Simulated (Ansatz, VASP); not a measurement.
# Two plane-wave programs on Be2CdS2

```
Be Cd S
1.0
     4.39662    0.00000    0.00000
    -2.19831    3.80759    0.00000
     0.00000    0.00000    5.24840
Be Cd S
2 1 2
Cartesian
  2.1983 1.2692 1.1553
  2.1983 1.2692 4.0931
  0.0000 0.0000 2.6242
  0.0000 0.0000 0.0000
  0.0000 2.5384 2.6242
```

Change from the starting cell: species swapped into the Eu2ZnSb2 type (P-6m2, No. 187).

Alike in both runs: functional PBE; k mesh 12 × 12 × 8; occupations gaussian, width 0.1 eV; no spin polarisation.

Ansatz relaxed the structure, and its values are those at the end. VASP's run is a single point on that final structure, the one shown.

```csv
,VASP,Ansatz
version,VASP 6.6.1,Ansatz 0.2.0
potentials or method,"VASP PAW PBE potentials, release 64 (Be, Cd, S), cutoff 520 eV","scalar-relativistic, plane waves, PAW"
valence electrons in the cell,28,36
```

```tsv
	VASP	Ansatz	Ansatz less VASP
gap on the k mesh at the Fermi level (eV)	none	none	-
pressure (GPa)	0.3	0.0	-0.32
```

A gap of «none» marks a metal or a gap that the smearing closes. The functional is the same, so the differences come from potentials, cutoffs and numerics. VASP's potentials hold 28 valence electrons a cell and Ansatz's 36, so a difference there can come from the potentials and not from the codes.
